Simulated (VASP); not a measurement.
# HfC (Fm-3m) in VASP: single point with PBE

Aim: the single point of HfC with PBE.

All numbers are computed with VASP 6.6.1; they aren't measurements. Logs are shortened: lines on timing, memory, paths and dates and some standing lists are left out, and cuts for length are marked.

## (1) The cell of the first run

Symmetry: Fm-3m, No. 225, cubic system. Conventional cell: a = 4.650 Å, b = 4.650 Å, c = 4.650 Å, α = 90.00°, β = 90.00°, γ = 90.00°. Within 3.1 Å of Hf (site symmetry m-3m) lie 6 C at 2.33 Å. C (site symmetry m-3m) has 6 Hf at 2.33 Å within 3.1 Å.

## (2) Single point, PBE

Input file INCAR:

```
SYSTEM = HfC
PREC = Accurate
ENCUT = 600
EDIFF = 1E-6
ISMEAR = -1
SIGMA = 0.1
LREAL = .FALSE.
LASPH = .TRUE.
NELM = 120
ALGO = Normal
ISIF = 2
LWAVE = .FALSE.
LCHARG = .FALSE.
GGA = PE
NBANDS = 14
GGA_COMPAT = .FALSE.
```

Input file KPOINTS:

```
regular mesh
0
G
  9 9 9
  0 0 0
```

Input file POSCAR:

```
HfC
1.0
    0.0000000000      2.3250000000      2.3250000000
    2.3250000000      0.0000000000      2.3250000000
    2.3250000000      2.3250000000      0.0000000000
Hf C
1 1
Direct
    0.5000000000      0.5000000000      0.5000000000
    0.0000000000      0.0000000000      0.0000000000
```

Potentials or basis: VASP PAW PBE potentials, release 64 (Hf_pv, C).

Command:

```bash
cat potpaw_PBE.64/Hf_pv/POTCAR potpaw_PBE.64/C/POTCAR > POTCAR
mpirun -np 1 vasp_std > vasp.out
```

OUTCAR:

```text
SYSTEM = HfC
   PREC = Accurate
   ENCUT = 600
   EDIFF = 1E-6
   ISMEAR = -1
   LREAL = .FALSE.
   LASPH = .TRUE.
   NELM = 120
   ISIF = 2
   GGA = PE

 ion  position               nearest neighbor table
   1  0.500  0.500  0.500-   2 2.33   2 2.33   2 2.33   2 2.33   2 2.33   2 2.33
   2  0.000  0.000  0.000-   1 2.33   1 2.33   1 2.33   1 2.33   1 2.33   1 2.33

  LATTYP: Found a face centered cubic cell.
 ALAT       =     4.6500000000

  Lattice vectors:

 A1 = (   0.0000000000,   2.3250000000,   2.3250000000)
 A2 = (   2.3250000000,   0.0000000000,   2.3250000000)
 A3 = (   2.3250000000,   2.3250000000,   0.0000000000)

Analysis of symmetry for initial positions (statically):
=====================================================================
 Subroutine PRICEL returns:
 Original cell was already a primitive cell.

 Routine SETGRP: Setting up the symmetry group for a
 face centered cubic supercell.

 Subroutine GETGRP returns: Found 48 space group operations
 (whereof 48 operations were pure point group operations)
 out of a pool of 48 trial point group operations.

The static configuration has the point symmetry O_h .

Analysis of symmetry for dynamics (positions and initial velocities):
=====================================================================
 Subroutine PRICEL returns:
 Original cell was already a primitive cell.

 Routine SETGRP: Setting up the symmetry group for a
 face centered cubic supercell.

 Subroutine GETGRP returns: Found 48 space group operations
 (whereof 48 operations were pure point group operations)
 out of a pool of 48 trial point group operations.

The dynamic configuration has the point symmetry O_h .

 Subroutine INISYM returns: Found 48 space group operations
 (whereof 48 operations are pure point group operations),
 and found     1 'primitive' translations

----------------------------------------------------------------------------------------

                                     Primitive cell

  volume of cell :      25.1362

  direct lattice vectors                    reciprocal lattice vectors
     0.000000000  2.325000000  2.325000000    -0.215053763  0.215053763  0.215053763
     2.325000000  0.000000000  2.325000000     0.215053763 -0.215053763  0.215053763
     2.325000000  2.325000000  0.000000000     0.215053763  0.215053763 -0.215053763

  length of vectors
     3.288046533  3.288046533  3.288046533     0.372484045  0.372484045  0.372484045

  position of ions in fractional coordinates (direct lattice)
     0.500000000  0.500000000  0.500000000
     0.000000000  0.000000000  0.000000000

  ion indices of the primitive-cell ions
   primitive index   ion index
                 1           1
                 2           2

----------------------------------------------------------------------------------------

 KPOINTS: regular mesh

Automatic generation of k-mesh.
 Grid dimensions read from file:
 generate k-points for:    9    9    9

 Generating k-lattice:

  Cartesian coordinates                     Fractional coordinates (reciprocal lattice)
    -0.023894863  0.023894863  0.023894863     0.111111111  0.000000000  0.000000000
     0.023894863 -0.023894863  0.023894863     0.000000000  0.111111111  0.000000000
     0.023894863  0.023894863 -0.023894863     0.000000000  0.000000000  0.111111111

  Length of vectors
     0.041387116  0.041387116  0.041387116

  Shift w.r.t. Gamma in fractional coordinates (k-lattice)
     0.000000000  0.000000000  0.000000000

 Subroutine IBZKPT returns following result:
 ===========================================

 Found     35 irreducible k-points:

 Following reciprocal coordinates:
            Coordinates               Weight
  0.000000  0.000000  0.000000      1.000000
  0.111111  0.000000  0.000000      8.000000
  0.222222  0.000000  0.000000      8.000000
  0.333333  0.000000  0.000000      8.000000
  0.444444  0.000000  0.000000      8.000000
  0.111111  0.111111  0.000000      6.000000
[... 16 lines left out ...]
 -0.333333  0.333333  0.000000     12.000000
  0.444444  0.444444  0.000000      6.000000
 [... further k-points ...]
   k-points           NKPTS =     35   k-points in BZ     NKDIM =     35   number of bands    NBANDS=     14
   number of dos      NEDOS =    301   number of ions     NIONS =      2
   total plane-waves  NPLWV =  21952
   dimension x,y,z NGX =    28 NGY =   28 NGZ =   28
   dimension x,y,z NGXF=    56 NGYF=   56 NGZF=   56
   ions per type =               1   1
   NGX,Y,Z   is equivalent  to a cutoff of  14.16, 14.16, 14.16 a.u.
   NGXF,Y,Z  is equivalent  to a cutoff of  28.31, 28.31, 28.31 a.u.
 SYSTEM =  HfC
   PREC   = accura    normal or accurate (medium, high low for compatibility)
   ISTART =      0    job   : 0-new  1-cont  2-samecut
   ICHARG =      2    charge: 1-file 2-atom 10-const
   ISPIN  =      1    spin polarized calculation?
   LNONCOLLINEAR =      F non collinear calculations
   LSORBIT =      F    spin-orbit coupling
   LASPH  =      T    aspherical Exc in radial PAW
   ENCUT  =  600.0 eV  44.10 Ry    6.64 a.u.   6.57  6.57  6.57*2*pi/ulx,y,z
   NELM   =    120;   NELMIN=  2; NELMDL= -5     # of ELM steps
   EDIFF  = 0.1E-05   stopping-criterion for ELM
   LREAL  =      F    real-space projection
   EDIFFG = 0.1E-04   stopping-criterion for IOM
   NSW    =      0    number of steps for IOM
   IBRION =     -1    ionic relax: 0-MD 1-quasi-New 2-CG
   NFREE  =      0    steps in history (QN), initial steepest desc. (CG)
   ISIF   =      2    stress and relaxation
   ISYM   =      2    0-nonsym 1-usesym 2-fastsym
   POTIM  = 0.5000    time-step for ionic-motion
   TEBEG  =    0.0;   TEEND  =   0.0 temperature during run
   PSTRESS=    0.0 pullay stress
   NELECT =      14.0000    total number of electrons
   NUPDOWN=      -1.0000    fix difference up-down
   EMIN   =  10.00;   EMAX   =-10.00  energy-range for DOS
   EFERMI =   0.00;   METHOD = LEGACY
   ISMEAR =    -1;   SIGMA  =   0.10  broadening in eV -4-tet -1-fermi 0-gaus
   EFERMI_NEDOS =   21; number of points for ismear=-14 and -15
   IALGO  =     38    algorithm
   IMIX   =      4    mixing-type and parameters
     AMIX     =   0.40;   BMIX     =  1.00
     AMIX_MAG =   1.60;   BMIX_MAG =  1.00
  volume/ion in A,a.u.               =      12.57        84.81
  Fermi-wavevector in a.u.,A,eV,Ry     =   1.346949  2.545365 24.684672  1.814272
  Thomas-Fermi vector in A             =   2.474740
   LORBIT       =      0    0 simple, 1 ext, 2 COOP (PROOUT), +10 PAW based schemes
   GGA     = PE    functional components
   LHFCALC =     F    Hartree Fock is set to
   AEXX    =    0.0000 exact exchange contribution
   IVDW    =     0    specifies the selected vdW correction
   LEPSILON=     F    determine dielectric tensor
   LRPA    =     F    only Hartree local field effects (RPA)
 non-spin polarized calculation
  energy-cutoff  :      600.00
  volume of cell :       25.14
 maximum number of plane-waves:       869
 NGX is ok and might be reduce to    28
   NGX = 13   NGY = 13   NGZ = 13

 number of electron      14.0000000 magnetization

 Free energy of the ion-electron system (eV)
  ---------------------------------------------------
  ext. energy  EPLUGINS =         0.00000000
  ---------------------------------------------------
  free energy    TOTEN  =       -21.04830721 eV

  energy without entropy =      -21.03790474  energy(sigma->0) =      -21.04310598

 E-fermi :   5.9265     XC(G=0): -12.2853

 val. band max:        5.8216605844   @ k =   0.1111   0.0000   0.0000
 cond. band min:       6.0250271464   @ k =   0.1111   0.1111   0.0000
 fundamental gap:      0.2033665620
 Fermi energy:         5.9265446032

 k-point     1 :       0.0000    0.0000    0.0000
  band No.  band energies     occupation
      1     -23.6179      2.00000
      2     -23.6179      2.00000
      3     -23.6179      2.00000
      4      -6.3575      2.00000
      5       6.9511      0.00007
      6       6.9511      0.00007
      7       6.9511      0.00007
      8       7.3449      0.00000
      9       7.3449      0.00000
     10       7.3449      0.00000
     11       9.3441      0.00000
     12       9.3441      0.00000
     13      12.7797      0.00000
     14      16.9540      0.00000

 k-point     2 :       0.1111    0.0000    0.0000
  band No.  band energies     occupation
      1     -23.7019      2.00000
      2     -23.6260      2.00000
      3     -23.6260      2.00000
      4      -6.0507      2.00000
      5       5.3909      1.99061
      6       5.8217      1.48111
      7       5.8217      1.48110
      8       7.8159      0.00000
      9       7.8159      0.00000
     10       8.1789      0.00000
     11      10.6420      0.00000
     12      10.6420      0.00000
     13      13.4442      0.00000
     14      17.8003      0.00000

 k-point     3 :       0.2222    0.0000    0.0000
  band No.  band energies     occupation
      1     -23.9082      2.00000
      2     -23.6464      2.00000
      3     -23.6464      2.00000
      4      -5.2059      2.00000
      5       3.4056      2.00000
      6       4.4864      2.00000
      7       4.4864      2.00000
      8       8.7087      0.00000
      9       8.7087      0.00000
     10       8.7711      0.00000
     11      12.8993      0.00000
     12      12.8993      0.00000
     13      14.7169      0.00000
     14      19.5837      0.00000

 k-point     4 :       0.3333    0.0000    0.0000
  band No.  band energies     occupation
      1     -24.1325      2.00000
      2     -23.6695      2.00000
      3     -23.6695      2.00000
      4      -4.0216      2.00000
      5       1.5439      2.00000
      6       3.5268      2.00000
      7       3.5268      2.00000
      8       9.6409      0.00000
      9       9.9647      0.00000
     10       9.9647      0.00000
     11      14.9444      0.00000
     12      15.2026      0.00000
     13      15.2026      0.00000
     14      19.6639      0.00000

 k-point     5 :       0.4444    0.0000    0.0000
  band No.  band energies     occupation
      1     -24.2737      2.00000
      2     -23.6844      2.00000
      3     -23.6844      2.00000
      4      -2.8580      2.00000
      5       0.0909      2.00000
      6       3.0338      2.00000
      7       3.0338      2.00000
      8      11.0807      0.00000
      9      11.0812      0.00000
     10      11.0812      0.00000
     11      13.2449      0.00000
[... 276 lines left out ...]
 k-point    22 :      -0.4444    0.3333    0.0000
  band No.  band energies     occupation
      1     -24.1395      2.00000
      2     -23.9459      2.00000
      3     -23.7983      2.00000
      4      -3.8842      2.00000
      5       2.4846      2.00000
      6       3.3072      2.00000
      7       4.4786      2.00000
      8       7.2216      0.00000
      9      11.9575      0.00000
     10      12.1824      0.00000
     11      13.7243      0.00000
     12      14.7372      0.00000
     13      16.5314      0.00000
     14      18.6263      0.00000

 k-point    23 :      -0.3333    0.3333    0.0000
  band No.  band energies     occupation
      1     -24.0653      2.00000
      2     -24.0405      2.00000
      3     -23.7573      2.00000
      4      -3.4729      2.00000
      5       1.6577      2.00000
      6       3.2173      2.00000
      7       3.7826      2.00000
      8       8.7757      0.00000
      9      11.0968      0.00000
     10      11.7071      0.00000
     11      13.6554      0.00000
     12      15.7815      0.00000
     13      17.9536      0.00000
     14      19.2726      0.00000

 k-point    24 :       0.4444    0.4444    0.0000
  band No.  band energies     occupation
      1     -24.1943      2.00000
      2     -23.8425      2.00000
      3     -23.8425      2.00000
      4      -4.4344      2.00000
      5       3.1426      2.00000
      6       4.2485      2.00000
      7       5.8124      1.51571
      8       5.8124      1.51571
      9      11.1905      0.00000
     10      12.6826      0.00000
     11      12.6826      0.00000
     12      14.6225      0.00000
     13      15.2925      0.00000
     14      18.5226      0.00000

 [... further k-points ...]
[... 5 lines left out ...]
  --------------------------------------------------------------------------------------
  -------------------------------------------------------------------------------------
  Total       -0.0827573     -0.0827573     -0.0827573      0.0000000      0.0000000      0.0000000
  in kB       -5.2749436     -5.2749436     -5.2749436      0.0000000      0.0000000      0.0000000
  external PRESSURE =      -5.2749436 kB  Pullay stress =       0.0000000 kB

 VOLUME and BASIS-vectors are now :
 -----------------------------------------------------------------------------
  energy-cutoff  :      600.00
  volume of cell :       25.14
      direct lattice vectors                 reciprocal lattice vectors
     0.000000000  2.325000000  2.325000000    -0.215053763  0.215053763  0.215053763
     2.325000000  0.000000000  2.325000000     0.215053763 -0.215053763  0.215053763
     2.325000000  2.325000000  0.000000000     0.215053763  0.215053763 -0.215053763

 POSITION                                       TOTAL-FORCE (eV/Angst)
 -----------------------------------------------------------------------------------
      2.32500      2.32500      2.32500        -0.000000      0.000000     -0.000000
      0.00000      0.00000      0.00000         0.000000     -0.000000      0.000000
 -----------------------------------------------------------------------------------
    total drift:                                0.000000      0.000000      0.000000

  FREE ENERGIE OF THE ION-ELECTRON SYSTEM (eV)
  ---------------------------------------------------
  free  energy   TOTEN  =       -21.0483072113 eV

  energy  without entropy=      -21.0379047433  energy(sigma->0) =      -21.04310598
```

Wall time 21 s (1 thread of Intel Xeon 8259CL, shared host); peak memory 0.16 GiB.

What came out:

* Free energy: -21.0483 eV
* Pressure: -0.5 GPa
* Band gap on the k mesh: zero (band 7 reaches 6.95 eV, above the bottom of band 8 at 5.59 eV)

Caveat: spin-orbit coupling is left out, which moves the levels of the heavy elements.
